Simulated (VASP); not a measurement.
# Li (Pm-3m) in VASP: single point with PBE+D3(BJ)

Aim: the single point of Li with PBE+D3(BJ).

All numbers are computed with VASP 6.6.1; they aren't measurements. Logs are shortened: lines on timing, memory, paths and dates and some standing lists are left out, and cuts for length are marked.

**1. The cell of the first run**

The structure is cubic, space group Pm-3m (No. 221). Conventional cell: a = 2.305 Å, b = 2.305 Å, c = 2.305 Å, α = 90.00°, β = 90.00°, γ = 90.00°. Within 3.0 Å of Li (site symmetry m-3m) lie 6 Li at 2.30 to 2.31 Å.

This isn't the form of Li at room conditions, which is bcc.

**2. Single point, PBE+D3(BJ)**

File INCAR:

```
PREC     = Accurate       # precision mode
ENCUT    = 750            # plane-wave cutoff, eV
EDIFF    = 1E-6           # SCF threshold, eV
ISMEAR   = -1             # smearing method
SIGMA    = 0.05           # smearing width, eV
LREAL    = F              # projectors in reciprocal space
LASPH    = T              # aspherical terms in the spheres
NELM     = 120            # most SCF steps
ALGO     = Normal         # electronic algorithm
ISIF     = 2              # what is computed and relaxed
LWAVE    = F              # write WAVECAR
LCHARG   = F              # write CHGCAR
GGA      = PE             # functional
IVDW     = 12             # dispersion correction
NBANDS   = 10             # bands
GGA_COMPAT= F
```

File KPOINTS:

```
Automatic mesh
0
Gamma
  8 8 8
```

File POSCAR:

```
Li
1.0
    0.0000000000      2.3050000000      2.3050000000
    2.3050000000      0.0000000000      2.3050000000
    2.3050000000      2.3050000000      0.0000000000
Li
2
Direct
    0.2500000000      0.2500000000      0.2500000000
    0.7500000000      0.7500000000      0.7500000000
```

Potentials or basis: VASP PAW PBE potentials, release 64 (Li_sv).

Launch:

```
$ cat potpaw_PBE.64/Li_sv/POTCAR > POTCAR
$ mpirun -np 1 vasp_std > vasp.out
```

OUTCAR:

```text
PREC = Accurate
   ENCUT = 750
   EDIFF = 1E-6
   ISMEAR = -1
   LREAL = F
   LASPH = T
   NELM = 120
   ISIF = 2
   GGA = PE
   IVDW = 12
 IVDW          = 12

 ion  position               nearest neighbor table
   1  0.250  0.250  0.250-   2 2.31   2 2.31   2 2.31   2 2.31   2 2.31   2 2.31
   2  0.750  0.750  0.750-   1 2.31   1 2.31   1 2.31   1 2.31   1 2.31   1 2.31

  LATTYP: Found a face centered cubic cell.
 ALAT       =     4.6100000000

  Lattice vectors:

 A1 = (   0.0000000000,   2.3050000000,   2.3050000000)
 A2 = (   2.3050000000,   0.0000000000,   2.3050000000)
 A3 = (   2.3050000000,   2.3050000000,   0.0000000000)

Analysis of symmetry for initial positions (statically):
=====================================================================
 Subroutine PRICEL returns following result:

  LATTYP: Found a simple cubic cell.
 ALAT       =     2.3050000000

  Lattice vectors:

 A1 = (  -2.3050000000,   0.0000000000,   0.0000000000)
 A2 = (   0.0000000000,   0.0000000000,   2.3050000000)
 A3 = (   0.0000000000,   2.3050000000,   0.0000000000)

   2 primitive cells build up your supercell.

 Routine SETGRP: Setting up the symmetry group for a
 face centered cubic supercell.

 Subroutine GETGRP returns: Found 48 space group operations
 (whereof 48 operations were pure point group operations)
 out of a pool of 48 trial point group operations.

The static configuration has the point symmetry O_h .

Analysis of symmetry for dynamics (positions and initial velocities):
=====================================================================
 Subroutine PRICEL returns following result:

  LATTYP: Found a simple cubic cell.
 ALAT       =     2.3050000000

  Lattice vectors:

 A1 = (  -2.3050000000,   0.0000000000,   0.0000000000)
 A2 = (   0.0000000000,   0.0000000000,   2.3050000000)
 A3 = (   0.0000000000,   2.3050000000,   0.0000000000)

   2 primitive cells build up your supercell.

 Routine SETGRP: Setting up the symmetry group for a
 face centered cubic supercell.

 Subroutine GETGRP returns: Found 48 space group operations
 (whereof 48 operations were pure point group operations)
 out of a pool of 48 trial point group operations.

The dynamic configuration has the point symmetry O_h .

 Subroutine INISYM returns: Found 48 space group operations
 (whereof 48 operations are pure point group operations),
 and found     2 'primitive' translations

[... 97 lines left out ...]
   NFREE  =      0    steps in history (QN), initial steepest desc. (CG)
   ISIF   =      2    stress and relaxation
   ISYM   =      2    0-nonsym 1-usesym 2-fastsym
   POTIM  = 0.5000    time-step for ionic-motion
   TEBEG  =    0.0;   TEEND  =   0.0 temperature during run
   PSTRESS=    0.0 pullay stress
   NELECT =       6.0000    total number of electrons
   NUPDOWN=      -1.0000    fix difference up-down
   EMIN   =  10.00;   EMAX   =-10.00  energy-range for DOS
   EFERMI =   0.00;   METHOD = LEGACY
   ISMEAR =    -1;   SIGMA  =   0.05  broadening in eV -4-tet -1-fermi 0-gaus
   EFERMI_NEDOS =   21; number of points for ismear=-14 and -15
   IALGO  =     38    algorithm
   IMIX   =      4    mixing-type and parameters
     AMIX     =   0.40;   BMIX     =  1.00
     AMIX_MAG =   1.60;   BMIX_MAG =  1.00
  volume/ion in A,a.u.               =      12.25        82.64
  Fermi-wavevector in a.u.,A,eV,Ry     =   1.024340  1.935723 14.276231  1.049273
  Thomas-Fermi vector in A             =   2.158122
   LORBIT       =      0    0 simple, 1 ext, 2 COOP (PROOUT), +10 PAW based schemes
   GGA     = PE    functional components
   LHFCALC =     F    Hartree Fock is set to
   AEXX    =    0.0000 exact exchange contribution
   IVDW    =    12    specifies the selected vdW correction
   LEPSILON=     F    determine dielectric tensor
   LRPA    =     F    only Hartree local field effects (RPA)
 non-spin polarized calculation
  energy-cutoff  :      750.00
  volume of cell :       24.49
 maximum number of plane-waves:      1158
 NGX is ok and might be reduce to    30
   NGX = 15   NGY = 15   NGZ = 15

 number of electron       6.0000000 magnetization

 Free energy of the ion-electron system (eV)
  ---------------------------------------------------
  ext. energy  EPLUGINS =         0.00000000
  ---------------------------------------------------
  free energy    TOTEN  =        -3.06579681 eV

  energy without entropy =       -3.05910409  energy(sigma->0) =       -3.06245045

 E-fermi :   2.2246     XC(G=0):  -8.3959

 val. band max:        2.2156573977   @ k =  -0.3750   0.2500   0.1250
 cond. band min:       2.6460217529   @ k =   0.5000   0.1250   0.0000
 fundamental gap:      0.4303643552
 Fermi energy:         2.2246039460

 k-point     1 :       0.0000    0.0000    0.0000
  band No.  band energies     occupation
      1     -43.9294      2.00000
      2     -43.6162      2.00000
      3      -1.6475      2.00000
      4      11.8401      0.00000
      5      11.8401      0.00000
      6      11.8401      0.00000
      7      16.1055      0.00000
      8      16.1055      0.00000
      9      16.1055      0.00000
     10      17.6414      0.00000
[... 287 lines left out ...]
 k-point    24 :      -0.3750    0.2500    0.1250
  band No.  band energies     occupation
      1     -43.7624      2.00000
      2     -43.7624      2.00000
      3       2.2157      1.08923
      4       2.2157      1.08923
      5       8.2856      0.00000
      6       8.2856      0.00000
      7      15.2739      0.00000
      8      15.2739      0.00000
      9      19.6045      0.00000
     10      19.6045      0.00000

 [... further k-points ...]

------------------------ aborting loop because EDIFF is reached ----------------------------------------

 Edisp (eV)   -0.56821

 E8    (eV) :    -0.2373

  FORCE on cell =-STRESS in cart. coord.  units (eV):
  Direction    XX          YY          ZZ          XY          YZ          ZX
  --------------------------------------------------------------------------------------
  -------------------------------------------------------------------------------------
  Total       1.59421     1.59421     1.59421    -0.00000    -0.00000    -0.00000
  in kB     104.28270   104.28270   104.28270    -0.00000    -0.00000    -0.00000
  external pressure =      104.28 kB  Pullay stress =        0.00 kB

 VOLUME and BASIS-vectors are now :
 -----------------------------------------------------------------------------
  energy-cutoff  :      750.00
  volume of cell :       24.49
      direct lattice vectors                 reciprocal lattice vectors
     0.000000000  2.305000000  2.305000000    -0.216919740  0.216919740  0.216919740
     2.305000000  0.000000000  2.305000000     0.216919740 -0.216919740  0.216919740
     2.305000000  2.305000000  0.000000000     0.216919740  0.216919740 -0.216919740

 POSITION                                       TOTAL-FORCE (eV/Angst)
 -----------------------------------------------------------------------------------
      1.15250      1.15250      1.15250         0.000000      0.000000      0.000000
      3.45750      3.45750      3.45750        -0.000000     -0.000000     -0.000000
 -----------------------------------------------------------------------------------
    total drift:                               -0.000000      0.000000      0.000000

  FREE ENERGIE OF THE ION-ELECTRON SYSTEM (eV)
  ---------------------------------------------------
  free  energy   TOTEN  =        -3.6340026926 eV

  energy  without entropy=       -3.6273099744  energy(sigma->0) =       -3.63065633
```

stdout:

```text
POSCAR found type information on POSCAR Li
 POSCAR found :  1 types and       2 ions
 scaLAPACK will be used
 LDA part: xc-table for (Slater+PW92), standard interpolation
 POSCAR, INCAR and KPOINTS ok, starting setup
 FFT: planning ... GRIDC
 FFT: planning ... GRID_SOFT
 FFT: planning ... GRID
 WAVECAR not read
 entering main loop
```

It took 18 s on 1 thread of Intel Xeon 8259CL, shared host; peak memory 0.17 GiB.

What came out:

- Free energy: -3.6340 eV
- Pressure: 10.4 GPa
- Band gap on the k mesh: zero (bands 3 and 4 overlap by 0.93 eV)
- Dispersion energy per atom: -0.284 eV

Levels at points of the mesh, in eV from the Fermi level:
```
           k point  band 1  band 2  band 3  band 4  band 5  band 6  band 7  band 8
(0.00, 0.00, 0.00)  -46.15  -45.84   -3.87    9.62    9.62    9.62   13.88   13.88
(0.50, 0.00, 0.00)  -45.99  -45.99   -0.39   -0.39    9.59    9.59    9.59    9.59
(0.50, 0.50, 0.00)  -46.04  -45.93   -1.18    4.27    4.46    4.46    7.54   13.72
```

Caveat: three body term missing; the cell stands under pressure.
